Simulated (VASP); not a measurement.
# Mn: relaxation of cell and atoms with BLYP

Mn:

```
Mn
1.0
     2.55179    0.00000    0.00000
    -1.27589    2.20991    0.00000
     0.00000    0.00000    4.16707
Mn
2
Direct
  0.33333 0.66667 0.25000
  0.66667 0.33333 0.75000
```

* Program: VASP 6.6.1
* Task: relaxation of cell and atoms
* Functional: BLYP
* Potentials or basis: VASP PAW PBE potentials, release 64 (Mn_pv)
* Cutoff: 600 eV
* k mesh: 14 × 14 × 8
* Occupations: fermi-dirac, width 0.05 eV
* Spin: collinear spin, antiferromagnetic start
* Starting moments: [3.0, -3.0] μB
* Dipole correction: no
* Further INCAR settings: ALGO = Normal; EDIFF = 1e-06; IBRION = 2; EDIFFG = -0.01; NSW = 80; ISIF = 3

| Quantity | Value |
| --- | --- |
| Relaxed volume | 11.21 Å³/atom |
| Relaxed cell | a = 2.519 Å, b = 2.519 Å, c = 4.080 Å, α = 90.00°, β = 90.00°, γ = 120.00° |
| Space group after relaxing (to 0.05 Å) | P6_3/mmc (No. 194) |
| Energy gained by relaxing | 14.4 meV/atom |
| Ionic steps | 8 |
| Pressure after relaxing | 0.0 GPa |
| Band gap on the k mesh | zero (filled and empty bands overlap) |
| Net moment | 0.00 μB per cell |
| Site moments | Mn +0.73, -0.73 μB |
| Valence electrons inside the program's atomic spheres | Mn 11.95 |

Stress tensor (GPa, compression positive):
```
-0.08  0.00  0.00
 0.00 -0.08  0.00
 0.00  0.00  0.04
```

The path:
```tsv
step	energy change (eV)	largest force (eV/Å)	pressure (GPa)	volume (Å³)
1	0.0000	0.0000	-7.83	23.50
2	-0.0077	0.0000	8.36	21.60
3	-0.0282	0.0000	-0.07	22.43
4	-0.0282	0.0000	0.14	22.41
5	-0.0288	0.0000	0.14	22.40
6	-0.0288	0.0000	0.13	22.40
7	-0.0288	0.0000	0.14	22.40
8	-0.0288	0.0000	-0.04	22.42
```

Final structure:
```
CELL_PARAMETERS angstrom
2.51934 0.00000 0.00000
-1.25967 2.18181 0.00000
0.00000 0.00000 4.07969
ATOMIC_POSITIONS crystal
Mn 0.33333 0.66667 0.25000
Mn 0.66667 0.33333 0.75000
```

Levels at points of the mesh, in eV from the Fermi level:
Spin up:
```tsv
k point	band 11	band 12	band 13	band 14	band 15	band 16
(0.00, 0.00, 0.00)	-0.91	-0.33	-0.33	-0.08	-0.08	0.93
(0.50, 0.00, 0.00)	-1.14	-0.81	-0.37	1.48	1.91	2.12
(0.00, 0.00, 0.50)	-1.15	-1.15	-0.85	-0.85	0.82	0.82
(0.50, 0.00, 0.50)	-0.23	0.60	0.76	1.02	1.53	2.12
```
Spin down:
| k point | band 11 | band 12 | band 13 | band 14 | band 15 | band 16 |
| --- | --- | --- | --- | --- | --- | --- |
| (0.00, 0.00, 0.00) | -0.91 | -0.33 | -0.33 | -0.08 | -0.08 | 0.93 |
| (0.50, 0.00, 0.00) | -1.14 | -0.81 | -0.37 | 1.48 | 1.91 | 2.12 |
| (0.00, 0.00, 0.50) | -1.15 | -1.15 | -0.85 | -0.85 | 0.82 | 0.82 |
| (0.50, 0.00, 0.50) | -0.23 | 0.60 | 0.76 | 1.02 | 1.53 | 2.12 |

Wall time 12 min on 1 thread of Intel(R) Xeon(R) Platinum 8375C CPU @ 2.90GHz (Ice Lake), on a shared host, peak memory 0.22 GiB.

Caveat: the PAW data sets were made with another functional, which shifts forces and pressure a little.
